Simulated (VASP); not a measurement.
Set up this calculation in VASP 6.6.1, as the native input.

| Quantity | Value |
| --- | --- |
| Task | single point |
| Functional | LDA |
| Potentials or basis | VASP PAW LDA potentials, release 64 (Mg, Re, O) |
| Cutoff | 520 eV |
| k mesh | 5 × 5 × 7 |
| Occupations | methfessel-paxton, width 0.05 eV |
| Spin | no spin polarisation |
| Dipole correction | no |
| Further INCAR settings | ALGO = Normal; EDIFF = 1e-06; NBANDS = 26 |

The structure of MgReO4 lies in POSCAR:

```
MgReO4
1.0
    3.2615590000     -3.3636000000      0.0000000000
    3.2615590000      3.3636000000      0.0000000000
    0.0000000000      0.0000000000      3.1035690000
Mg Re O
1 1 4
Direct
    0.0000000000      0.0000000000      0.0000000000
    0.5000000000      0.5000000000      0.5000000000
    0.2167730000      0.2167730000      0.5000000000
    0.6880160000      0.3119840000      0.0000000000
    0.3119840000      0.6880160000      0.0000000000
    0.7832270000      0.7832270000      0.5000000000
```

The input as run:

INCAR

```
  PREC = Accurate
  ENCUT = 520
  EDIFF = 1E-6
  ISMEAR = 1
  SIGMA = 0.05
  LREAL = F
  LASPH = T
  NELM = 60
  ALGO = Normal
  ISIF = 2
  LWAVE = F
  LCHARG = T
  GGA = CA
  LELF = T
  LVHAR = T
  NBANDS = 26
```

KPOINTS

```
regular mesh
0
Gamma
  5 5 7
```

Potentials or basis: VASP PAW LDA potentials, release 64 (Mg, Re, O).

Command:

```console
$ cat potpaw_LDA.64/Mg/POTCAR potpaw_LDA.64/Re/POTCAR potpaw_LDA.64/O/POTCAR > POTCAR
$ mpirun -np 1 vasp_std > vasp.out
```

It gave:

```yaml
Pressure: -12.6 GPa
Largest_force: 1.010 eV/Å
```

Caveat: an odd number of electrons without spin polarisation forces a metal; a magnetic or distorted state may lie lower.

It took 47 s on 1 thread of Intel(R) Xeon(R) Platinum 8375C CPU @ 2.90GHz (Ice Lake) (shared host), peak memory 0.19 GiB.
